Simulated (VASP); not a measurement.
Set up this calculation in VASP 6.6.1, as the native input.

```yaml
Task: single point
Functional: PBE
Potentials_or_basis: VASP PAW PBE potentials, release 64 (Sr_sv, Ti_sv, O)
Cutoff: 520 eV
k_mesh: 6 × 6 × 6
Occupations: gaussian, width 0.1 eV
Spin: collinear spin, ferromagnetic start
Starting_moments: "[0.0, 1.0, 0.0, 0.0, 0.0] μB"
Dipole_correction: no
Further_INCAR_settings: ALGO = Normal; EDIFF = 1e-07; NBANDS = 32
```

The structure of SrTiO3 lies in POSCAR:

```
SrTiO3
1.0
    2.7833195003      1.6069502616      2.2728243167
   -2.7833195003      1.6069502616      2.2728243167
    0.0000000000     -3.2139005266      2.2728243143
Sr Ti O
1 1 3
Direct
    0.5000000000      0.5000000000      0.5000000000
    0.0000000000      0.0000000000      0.0000000000
    0.0000000000      0.0000000000      0.5000000000
    0.5000000000      0.0000000000      0.0000000000
    0.0000000000      0.5000000000      0.0000000000
```

The input as run:

INCAR

```
ALGO = Normal
EDIFF = 1E-7
ENCUT = 520
GGA = PE
ISIF = 2
ISMEAR = 0
ISPIN = 2
LASPH = True
LCHARG = False
LMAXMIX = 4
LORBIT = 11
LREAL = False
LWAVE = False
MAGMOM = 0 1 0 0 0
NBANDS = 32
NELM = 150
PREC = Accurate
SIGMA = 0.1
```

KPOINTS

```
k-points
0
Gamma
  6 6 6
```

Potentials or basis: VASP PAW PBE potentials, release 64 (Sr_sv, Ti_sv, O).

Command:

```sh
$ cat potpaw_PBE.64/Sr_sv/POTCAR potpaw_PBE.64/Ti_sv/POTCAR potpaw_PBE.64/O/POTCAR > POTCAR
$ mpirun -np 1 vasp_std > vasp.out
```

Results of the run:

The pressure is 0.6 GPa. The band gap on the k mesh is 1.81 eV, indirect (least direct gap 2.18 eV), the net moment is 0.00 μB per cell and the valence electrons inside the program's atomic spheres are Sr 7.98; Ti 10.26; O 5.04.

Wall time 4 min on 1 thread of Intel Xeon 8259CL, on a shared host, peak memory 0.25 GiB.
